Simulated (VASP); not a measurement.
# Tc in VASP: a series of runs

Runs on Tc. Level: PBE. Tasks: electric field gradients.

All numbers are computed with VASP 6.6.1; they aren't measurements. Logs are shortened: lines on timing, memory, paths and dates and some standing lists are left out, and cuts for length are marked.

## (1) The cell of the first run

The structure is hexagonal, space group P6_3/mmc (No. 194). Conventional cell: a = 2.720 Å, b = 2.720 Å, c = 4.464 Å, α = 90.00°, β = 90.00°, γ = 120.00°. Tc (site symmetry -6m2) has 12 Tc at 2.72 to 2.73 Å within 3.6 Å.

## (2) Electric field gradients, PBE (z stretched by +1.5 % at fixed volume)

File INCAR:

```
SYSTEM = Tc
PREC = Accurate ; ENCUT = 520
EDIFF = 1E-8 ; ISMEAR = -1
SIGMA = 0.08 ; LREAL = .False.
LASPH = .True. ; NELM = 60
ALGO = Normal ; ISIF = 2
LWAVE = .False. ; LCHARG = .False.
GGA = PE ; LEFG = .True.
NBANDS = 20
```

File KPOINTS:

```
Automatic mesh
0
Gamma
  17 17 9
  0 0 0
```

File POSCAR:

```
Tc
1.0
    2.7196785043      0.0000000000      0.0000000000
   -1.3598392522      2.3553106749      0.0000000000
    0.0000000000      0.0000000000      4.4639700000
Tc
2
Direct
    0.3333333333      0.6666666667      0.2500000000
    0.6666666667      0.3333333333      0.7500000000
```

Potentials or basis: VASP PAW PBE potentials, release 64 (Tc_pv).

Run with:

```bash
> cat potpaw_PBE.64/Tc_pv/POTCAR > POTCAR
> mpirun -np 1 vasp_std > vasp.out
```

OUTCAR:

```text
SYSTEM = Tc
   PREC = Accurate
   ENCUT = 520
   EDIFF = 1E-8
   ISMEAR = -1
   LREAL = .False.
   LASPH = .True.
   NELM = 60
   ISIF = 2
   GGA = PE

 ion  position               nearest neighbor table
   1  0.333  0.667  0.250-   2 2.73   2 2.73   2 2.73   2 2.73   2 2.73   2 2.73
   2  0.667  0.333  0.750-   1 2.73   1 2.73   1 2.73   1 2.73   1 2.73   1 2.73

  LATTYP: Found a hexagonal cell.
 ALAT       =     2.7196785043
 C/A-ratio  =     1.6413594449

  Lattice vectors:

 A1 = (   2.7196785043,   0.0000000000,   0.0000000000)
 A2 = (  -1.3598392522,   2.3553106749,   0.0000000000)
 A3 = (   0.0000000000,   0.0000000000,   4.4639700000)

Analysis of symmetry for initial positions (statically):
=====================================================================
 Subroutine PRICEL returns:
 Original cell was already a primitive cell.

 Routine SETGRP: Setting up the symmetry group for a
 hexagonal supercell.

 Subroutine GETGRP returns: Found 24 space group operations
 (whereof 12 operations were pure point group operations)
 out of a pool of 24 trial point group operations.

The static configuration has the point symmetry D_3d.
 The point group associated with its full space group is D_6h.

Analysis of symmetry for dynamics (positions and initial velocities):
=====================================================================
 Subroutine PRICEL returns:
 Original cell was already a primitive cell.

 Routine SETGRP: Setting up the symmetry group for a
 hexagonal supercell.

 Subroutine GETGRP returns: Found 24 space group operations
 (whereof 12 operations were pure point group operations)
 out of a pool of 24 trial point group operations.

The dynamic configuration has the point symmetry D_3d.
 The point group associated with its full space group is D_6h.

 Subroutine INISYM returns: Found 24 space group operations
 (whereof 12 operations are pure point group operations),
 and found     1 'primitive' translations

----------------------------------------------------------------------------------------

                                     Primitive cell

  volume of cell :      28.5948

  direct lattice vectors                    reciprocal lattice vectors
     2.719678504  0.000000000  0.000000000     0.367690519  0.212286220  0.000000000
    -1.359839252  2.355310675  0.000000000     0.000000000  0.424572440  0.000000000
     0.000000000  0.000000000  4.463970000     0.000000000  0.000000000  0.224015842

  length of vectors
     2.719678504  2.719678504  4.463970000     0.424572440  0.424572440  0.224015842

  position of ions in fractional coordinates (direct lattice)
     0.333333333  0.666666667  0.250000000
     0.666666667  0.333333333  0.750000000

  ion indices of the primitive-cell ions
   primitive index   ion index
                 1           1
                 2           2

----------------------------------------------------------------------------------------

 KPOINTS: Automatic mesh

Automatic generation of k-mesh.
 Grid dimensions read from file:
 generate k-points for:   17   17    9

 Generating k-lattice:

  Cartesian coordinates                     Fractional coordinates (reciprocal lattice)
     0.021628854  0.012487425  0.000000000     0.058823529 -0.000000000  0.000000000
     0.000000000  0.024974849  0.000000000     0.000000000  0.058823529  0.000000000
     0.000000000  0.000000000  0.024890649     0.000000000  0.000000000  0.111111111

  Length of vectors
     0.024974849  0.024974849  0.024890649

  Shift w.r.t. Gamma in fractional coordinates (k-lattice)
     0.000000000  0.000000000  0.000000000

 Subroutine IBZKPT returns following result:
 ===========================================

 Found    165 irreducible k-points:

 Following reciprocal coordinates:
            Coordinates               Weight
  0.000000  0.000000  0.000000      1.000000
  0.058824  0.000000  0.000000      6.000000
  0.117647  0.000000  0.000000      6.000000
  0.176471  0.000000  0.000000      6.000000
  0.235294  0.000000  0.000000      6.000000
  0.294118 -0.000000  0.000000      6.000000
[... 16 lines left out ...]
  0.411765  0.117647  0.000000     12.000000
  0.176471  0.176471  0.000000      6.000000
 [... further k-points ...]
   k-points           NKPTS =    165   k-points in BZ     NKDIM =    165   number of bands    NBANDS=     20
   number of dos      NEDOS =    301   number of ions     NIONS =      2
   total plane-waves  NPLWV =  14400
   dimension x,y,z NGX =    20 NGY =   20 NGZ =   36
   dimension x,y,z NGXF=    40 NGYF=   40 NGZF=   72
   ions per type =               2
   NGX,Y,Z   is equivalent  to a cutoff of  12.23, 12.23, 13.41 a.u.
   NGXF,Y,Z  is equivalent  to a cutoff of  24.45, 24.45, 26.81 a.u.
 SYSTEM =  Tc
   PREC   = accura    normal or accurate (medium, high low for compatibility)
   ISTART =      0    job   : 0-new  1-cont  2-samecut
   ICHARG =      2    charge: 1-file 2-atom 10-const
   ISPIN  =      1    spin polarized calculation?
   LNONCOLLINEAR =      F non collinear calculations
   LSORBIT =      F    spin-orbit coupling
   LASPH  =      T    aspherical Exc in radial PAW
   ENCUT  =  520.0 eV  38.22 Ry    6.18 a.u.   5.06  5.06  8.30*2*pi/ulx,y,z
   NELM   =     60;   NELMIN=  2; NELMDL= -5     # of ELM steps
   EDIFF  = 0.1E-07   stopping-criterion for ELM
   LREAL  =      F    real-space projection
   EDIFFG = 0.1E-06   stopping-criterion for IOM
   NSW    =      0    number of steps for IOM
   IBRION =     -1    ionic relax: 0-MD 1-quasi-New 2-CG
   NFREE  =      0    steps in history (QN), initial steepest desc. (CG)
   ISIF   =      2    stress and relaxation
   ISYM   =      2    0-nonsym 1-usesym 2-fastsym
   POTIM  = 0.5000    time-step for ionic-motion
   TEBEG  =    0.0;   TEEND  =   0.0 temperature during run
   PSTRESS=    0.0 pullay stress
   NELECT =      26.0000    total number of electrons
   NUPDOWN=      -1.0000    fix difference up-down
   EMIN   =  10.00;   EMAX   =-10.00  energy-range for DOS
   EFERMI =   0.00;   METHOD = LEGACY
   ISMEAR =    -1;   SIGMA  =   0.08  broadening in eV -4-tet -1-fermi 0-gaus
   EFERMI_NEDOS =   21; number of points for ismear=-14 and -15
   IALGO  =     38    algorithm
   IMIX   =      4    mixing-type and parameters
     AMIX     =   0.40;   BMIX     =  1.00
     AMIX_MAG =   1.60;   BMIX_MAG =  1.00
  volume/ion in A,a.u.               =      14.30        96.48
  Fermi-wavevector in a.u.,A,eV,Ry     =   1.586002  2.997108 34.224106  2.515401
  Thomas-Fermi vector in A             =   2.685380
   LORBIT       =      0    0 simple, 1 ext, 2 COOP (PROOUT), +10 PAW based schemes
   GGA     = PE    functional components
[... 5 lines left out ...]
 non-spin polarized calculation
  energy-cutoff  :      520.00
  volume of cell :       28.59
 maximum number of plane-waves:       782
   NGX = 11   NGY = 11   NGZ = 17

 number of electron      26.0000000 magnetization

 Free energy of the ion-electron system (eV)
  ---------------------------------------------------
  ext. energy  EPLUGINS =         0.00000000
  ---------------------------------------------------
  free energy    TOTEN  =       -20.70649910 eV

  energy without entropy =      -20.66556928  energy(sigma->0) =      -20.68603419

 E-fermi :  12.6751     XC(G=0): -13.8039

 val. band max:       12.6717790404   @ k =   0.1765   0.0588   0.2222
 cond. band min:      12.6989387551   @ k =   0.4118   0.0588   0.3333
 fundamental gap:      0.0271597147
 Fermi energy:        12.6750868622

 k-point     1 :       0.0000    0.0000    0.0000
  band No.  band energies     occupation
      1     -26.7697      2.00000
      2     -25.6430      2.00000
      3     -25.6430      2.00000
      4     -25.5017      2.00000
      5     -25.4782      2.00000
      6     -25.4782      2.00000
[... 12 lines left out ...]
     19      23.4485      0.00000
     20      27.0867      0.00000

 k-point     2 :       0.0588    0.0000    0.0000
  band No.  band energies     occupation
      1     -26.7556      2.00000
      2     -25.6777      2.00000
      3     -25.6539      2.00000
      4     -25.5141      2.00000
      5     -25.5067      2.00000
      6     -25.4834      2.00000
[... 12 lines left out ...]
     19      23.4284      0.00000
     20      27.3569      0.00000
[... 465 lines left out ...]
      3     -26.1810      2.00000
      4     -26.0084      2.00000
      5     -25.8113      2.00000
      6     -25.7385      2.00000
[... 12 lines left out ...]
     19      24.4527      0.00000
     20      24.8349      0.00000

 k-point    24 :       0.1765    0.1765    0.0000
  band No.  band energies     occupation
      1     -26.4429      2.00000
      2     -26.2109      2.00000
      3     -26.2024      2.00000
      4     -25.8425      2.00000
      5     -25.6795      2.00000
      6     -25.6446      2.00000
[... 12 lines left out ...]
     19      23.0374      0.00000
     20      26.9618      0.00000

 [... further k-points ...]
[... 5 lines left out ...]
  --------------------------------------------------------------------------------------
  -------------------------------------------------------------------------------------
  Total        1.0048163      1.0048163     -0.6306024     -0.0000000      0.0000000      0.0000000
  in kB       56.3002376     56.3002376    -35.3328882     -0.0000000      0.0000000      0.0000000
  external PRESSURE =      25.7558624 kB  Pullay stress =       0.0000000 kB

 VOLUME and BASIS-vectors are now :
 -----------------------------------------------------------------------------
  energy-cutoff  :      520.00
  volume of cell :       28.59
      direct lattice vectors                 reciprocal lattice vectors
     2.719678504  0.000000000  0.000000000     0.367690519  0.212286220  0.000000000
    -1.359839252  2.355310675  0.000000000     0.000000000  0.424572440  0.000000000
     0.000000000  0.000000000  4.463970000     0.000000000  0.000000000  0.224015842

 POSITION                                       TOTAL-FORCE (eV/Angst)
 -----------------------------------------------------------------------------------
     -0.00000      1.57021      1.11599         0.000000      0.000000      0.000000
      1.35984      0.78510      3.34798        -0.000000     -0.000000      0.000000
 -----------------------------------------------------------------------------------
    total drift:                               -0.000000      0.000000     -0.000000

  FREE ENERGIE OF THE ION-ELECTRON SYSTEM (eV)
  ---------------------------------------------------
  free  energy   TOTEN  =       -20.7064991019 eV

  energy  without entropy=      -20.6655692801  energy(sigma->0) =      -20.68603419

 Electric field gradients (V/A^2)
---------------------------------------------------------------------
 ion       V_xx      V_yy      V_zz      V_xy      V_xz      V_yz
---------------------------------------------------------------------
   1       4.295     4.296    -8.591     0.002     0.000    -0.000
   2       4.295     4.296    -8.591     0.002    -0.000     0.000
---------------------------------------------------------------------

 Electric field gradients after diagonalization (V/A^2)
 (convention: |V_zz| > |V_xx| > |V_yy|)
----------------------------------------------------------------------
 ion       V_xx      V_yy      V_zz     asymmetry (V_yy - V_xx)/ V_zz
----------------------------------------------------------------------
   1       4.297     4.294    -8.591       0.000
   2       4.297     4.294    -8.591       0.000
----------------------------------------------------------------------

           NMR quadrupolar parameters

 Cq : quadrupolar parameter    Cq=e*Q*V_zz/h
 eta: asymmetry parameters     (V_yy - V_xx)/ V_zz
 Q  : nuclear electric quadrupole moment in mb (millibarn)
----------------------------------------------------------------------
 ion       Cq(MHz)       eta       Q (mb)
----------------------------------------------------------------------
   1      -0.021       0.000       1.000
   2      -0.021       0.000       1.000
----------------------------------------------------------------------
```

Wall time 46 s (1 thread of AMD EPYC 9R45 (Zen 5), shared host); peak memory 0.16 GiB.

Results:

```yaml
Free_energy: -20.7065 eV
Pressure: 2.6 GPa
Band_gap_on_the_k_mesh: zero (bands 13 and 14 overlap by 2.99 eV)
Largest_electric_field_gradient_by_atom: Tc -8.6 V/Å²
```

Electric field gradients, principal values (V/Å²):
| atom | least | middle | greatest (by size) |
| --- | --- | --- | --- |
| 1 Tc | 4.294 | 4.297 | -8.591 |
| 2 Tc | 4.294 | 4.297 | -8.591 |

Caveat: the stress differs along the axes, from -4 to 6 GPa; without QUAD_EFG the Cq values of the log hold for a quadrupole moment of 1 mb, not for the nuclei.

## (3) Electric field gradients, PBE (atom 2 (Tc) moved by [0.0, 0.0, 0.12] A)

File INCAR:

```
ALGO = Normal
EDIFF = 1E-8
ENCUT = 520
GGA = PE
ISIF = 2
ISMEAR = -1
LASPH = T
LCHARG = F
LEFG = T
LREAL = F
LWAVE = F
NBANDS = 20
NELM = 100
PREC = Accurate
SIGMA = 0.08
```

File KPOINTS:

```
k-points
0
Gamma
  17 17 9
```

File POSCAR:

```
Tc
1.0
    2.7400001704      0.0000000000      0.0000000000
   -1.3700000852      2.3729097540      0.0000000000
    0.0000000000      0.0000000000      4.3980000000
Tc
2
Direct
    0.3333333333      0.6666666667      0.2500000000
    0.6666666667      0.3333333333      0.7772851296
```

Potentials or basis: VASP PAW PBE potentials, release 64 (Tc_pv).

Run with:

```bash
> cat potpaw_PBE.64/Tc_pv/POTCAR > POTCAR
> mpirun -np 1 vasp_std > vasp.out
```

OUTCAR:

```text
EDIFF = 1E-8
   ENCUT = 520
   GGA = PE
   ISIF = 2
   ISMEAR = -1
   LASPH = T
   LREAL = F
   NELM = 100
   PREC = Accurate

 ion  position               nearest neighbor table
   1  0.333  0.667  0.250-   2 2.61   2 2.61   2 2.61   2 2.81   2 2.81   2 2.81
   2  0.667  0.333  0.777-   1 2.61   1 2.61   1 2.61   1 2.81   1 2.81   1 2.81

  LATTYP: Found a hexagonal cell.
 ALAT       =     2.7400001704
 C/A-ratio  =     1.6051093892

  Lattice vectors:

[... 765 lines left out ...]

  FREE ENERGIE OF THE ION-ELECTRON SYSTEM (eV)
  ---------------------------------------------------
  free  energy   TOTEN  =       -20.7029329443 eV

  energy  without entropy=      -20.6678663171  energy(sigma->0) =      -20.68539963

 Electric field gradients (V/A^2)
---------------------------------------------------------------------
 ion       V_xx      V_yy      V_zz      V_xy      V_xz      V_yz
---------------------------------------------------------------------
   1       6.777     6.779   -13.556     0.001     0.000    -0.000
   2       6.777     6.779   -13.556     0.001     0.000    -0.000
---------------------------------------------------------------------

 Electric field gradients after diagonalization (V/A^2)
 (convention: |V_zz| > |V_xx| > |V_yy|)
----------------------------------------------------------------------
 ion       V_xx      V_yy      V_zz     asymmetry (V_yy - V_xx)/ V_zz
----------------------------------------------------------------------
   1       6.779     6.776   -13.556       0.000
   2       6.779     6.776   -13.556       0.000
----------------------------------------------------------------------

           NMR quadrupolar parameters

 Cq : quadrupolar parameter    Cq=e*Q*V_zz/h
 eta: asymmetry parameters     (V_yy - V_xx)/ V_zz
 Q  : nuclear electric quadrupole moment in mb (millibarn)
----------------------------------------------------------------------
 ion       Cq(MHz)       eta       Q (mb)
----------------------------------------------------------------------
   1      -0.033       0.000       1.000
   2      -0.033       0.000       1.000
----------------------------------------------------------------------
```

OSZICAR:

```text
N       E                     dE             d eps       ncg     rms          rms(c)
DAV:   1     0.314576977061E+03    0.31458E+03   -0.16488E+04 10488   0.137E+03
DAV:   2    -0.144449185160E+02   -0.32902E+03   -0.32171E+03 11084   0.410E+02
DAV:   3    -0.221067321593E+02   -0.76618E+01   -0.76111E+01 11860   0.739E+01
DAV:   4    -0.221531110266E+02   -0.46379E-01   -0.46369E-01 11568   0.631E+00
DAV:   5    -0.221535508782E+02   -0.43985E-03   -0.43985E-03 11888   0.600E-01    0.240E+01
DAV:   6    -0.208675153250E+02    0.12860E+01   -0.24175E+00 11556   0.149E+01    0.755E+00
DAV:   7    -0.207123913209E+02    0.15512E+00   -0.42874E-01 11956   0.591E+00    0.918E-01
DAV:   8    -0.207028623070E+02    0.95290E-02   -0.91725E-03 10744   0.947E-01    0.167E-01
DAV:   9    -0.207029306608E+02   -0.68354E-04   -0.22565E-04 12164   0.143E-01    0.232E-02
DAV:  10    -0.207029361413E+02   -0.54805E-05   -0.86489E-06 11656   0.316E-02    0.686E-03
DAV:  11    -0.207029334090E+02    0.27323E-05   -0.71360E-07 11776   0.871E-03    0.121E-03
DAV:  12    -0.207029330420E+02    0.36699E-06   -0.26346E-08 10092   0.173E-03    0.484E-04
DAV:  13    -0.207029329121E+02    0.12992E-06   -0.91634E-09  6612   0.920E-04    0.911E-05
DAV:  14    -0.207029329468E+02   -0.34716E-07   -0.86224E-10  5680   0.314E-04    0.304E-05
DAV:  15    -0.207029329443E+02    0.25129E-08   -0.12000E-10  5588   0.127E-04
   1 F= -.20702933E+02 E0= -.20685400E+02  d E =-.350666E-01
```

stdout:

```text
POSCAR found type information on POSCAR Tc
 POSCAR found :  1 types and       2 ions
 scaLAPACK will be used
 LDA part: xc-table for (Slater+PW92), standard interpolation
 POSCAR, INCAR and KPOINTS ok, starting setup
 FFT: planning ... GRIDC
 FFT: planning ... GRID_SOFT
 FFT: planning ... GRID
 WAVECAR not read
 entering main loop
ion   1

ion   2
```

It took 80 s on 1 thread of AMD EPYC 9R45 (Zen 5), shared host; peak memory 0.2 GiB.

What came out:

| Property | Result |
| --- | --- |
| Free energy | -20.7029 eV |
| Pressure | 4.3 GPa |
| Largest force | 0.453 eV/Å |
| Band gap on the k mesh | zero (bands 13 and 14 overlap by 2.79 eV) |
| Largest electric field gradient by atom | Tc -13.6 V/Å² |

Forces on the atoms (eV/Å):
```
Tc   0.000  0.000  0.453
Tc   0.000  0.000 -0.453
```

Stress tensor (GPa, compression positive):
```
3.89 0.00 0.00
0.00 3.89 0.00
0.00 0.00 5.21
```

Electric field gradients, principal values (V/Å²):
| atom | least | middle | greatest (by size) |
| --- | --- | --- | --- |
| 1 Tc | 6.776 | 6.779 | -13.556 |
| 2 Tc | 6.776 | 6.779 | -13.556 |

Caveat: the cell differs from its parent crystal (atom 2 (Tc) moved by [0.0, 0.0, 0.12] A); the cell stands under pressure; without QUAD_EFG the Cq values of the log hold for a quadrupole moment of 1 mb, not for the nuclei.

The gap in the log of VASP goes by the Fermi energy; the results here count the filled bands.